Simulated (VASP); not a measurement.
Here is a VASP 6.6.1 calculation.

Contents of INCAR:

```
SYSTEM = Ir
PREC = Accurate
ENCUT = 600
EDIFF = 1E-7
ISMEAR = -1
SIGMA = 0.05
LREAL = .FALSE.
LASPH = .TRUE.
NELM = 80
ALGO = Normal
ISIF = 3
LWAVE = .FALSE.
LCHARG = .FALSE.
GGA = PE
IVDW = 13
IBRION = 2
NSW = 60
EDIFFG = -0.01
```

KPOINTS

```
Automatic mesh
0
G
  11 11 6
  0 0 0
```

File POSCAR:

```
Ir
1.0
    2.7513778946      0.0000000000      0.0000000000
   -1.3756889473      2.3827631521      0.0000000000
    0.0000000000      0.0000000000      4.4622900000
Ir
2
Direct
    0.3333333333      0.6666666667      0.2500000000
    0.6666666667      0.3333333333      0.7500000000
```

Potentials or basis: VASP PAW PBE potentials, release 64 (Ir).

Command:

```sh
$ cat potpaw_PBE.64/Ir/POTCAR > POTCAR
$ mpirun -np 1 vasp_std > vasp.out
```

Question: What does it give for the dispersion energy per atom?

Answer: -0.919 eV.

Question: What does it give for the relaxed cell?

Answer: a = 2.727 Å, b = 2.727 Å, c = 4.420 Å, α = 90.00°, β = 90.00°, γ = 120.00°.

Final structure:
```xyz
2
Lattice="2.7266 0.0000 0.0000 -1.3633 2.3613 0.0000 0.0000 0.0000 4.4205" Properties=species:S:1:pos:R:3 pbc="T T T"
Ir    0.0000    1.5742    1.1051
Ir    1.3633    0.7871    3.3154
```
